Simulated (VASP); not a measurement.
A run of VASP 6.6.1 is set up as follows.

Contents of POSCAR:

```
BaTiO3
1.0
   -4.0098738900     -2.8565367800      2.8666551000
    0.0000000000      0.0000000000      5.7333101900
   -4.0098738900      2.8565367800      2.8666551000
Ba Ti O
2 2 6
Direct
    0.0000000000      0.0000000000      0.0000000000
    0.5000000000      0.5000000000      0.5000000000
    0.2500000000      0.2670000000      0.2500000000
    0.7500000000      0.7670000000      0.7500000000
    0.0000000000      0.4890000000      0.0000000000
    0.5000000000      0.9890000000      0.5000000000
    0.4939000000      0.4984300000      0.0061000000
    0.9939000000      0.9984300000      0.5061000000
    0.0061000000      0.4984300000      0.4939000000
    0.5061000000      0.9984300000      0.9939000000
```

Contents of INCAR.step1:

```
PREC = Accurate
ENCUT = 520
ISMEAR = -1
SIGMA = 0.051
LREAL = F
LASPH = T
NELM = 80
NBANDS = 51
GGA = PE
ALGO = Normal
EDIFF = 1E-4
LWAVE = T
LCHARG = F
```

Contents of INCAR.step2:

```
PREC = Accurate
ENCUT = 520
EDIFF = 1E-6
ISMEAR = -1
SIGMA = 0.051
LREAL = F
LASPH = T
NELM = 80
ALGO = Normal
ISIF = 2
LWAVE = F
LCHARG = F
METAGGA = R2SCAN
LMIXTAU = T
NBANDS = 51
ISTART = 1
```

Contents of KPOINTS:

```
Automatic mesh
0
Gamma
  6 6 6
```

Potentials or basis: VASP PAW PBE potentials, release 64 (Ba_sv, Ti_sv, O).

The run is started by

```console
$ cat potpaw_PBE.64/Ba_sv/POTCAR potpaw_PBE.64/Ti_sv/POTCAR potpaw_PBE.64/O/POTCAR > POTCAR
$ cp INCAR.step1 INCAR
$ mpirun -np 1 vasp_std > vasp.out
$ cp INCAR.step2 INCAR
$ mpirun -np 1 vasp_std > vasp.out
```

Task: Estimate the pressure.

Result: -2.2 GPa.

Task: Estimate the largest force.

Result: 0.360 eV/Å.

Task: What does it give for the band gap on the k mesh?

Result: 2.25 eV.

Forces in eV/Å, atoms in the order of the input:
```
Ba   0.000  0.000  0.264
Ba   0.000  0.000  0.264
Ti   0.000  0.000  0.132
Ti   0.000  0.000  0.132
O    0.000  0.000  0.270
O    0.000  0.000  0.270
O    0.000  0.137 -0.333
O    0.000  0.137 -0.333
O    0.000 -0.137 -0.333
O    0.000 -0.137 -0.333
```

Caveat: the PAW data sets were made with another functional, which shifts forces and pressure a little; spin-orbit coupling is left out, which moves the levels of the heavy elements. A k mesh can miss the band edges.
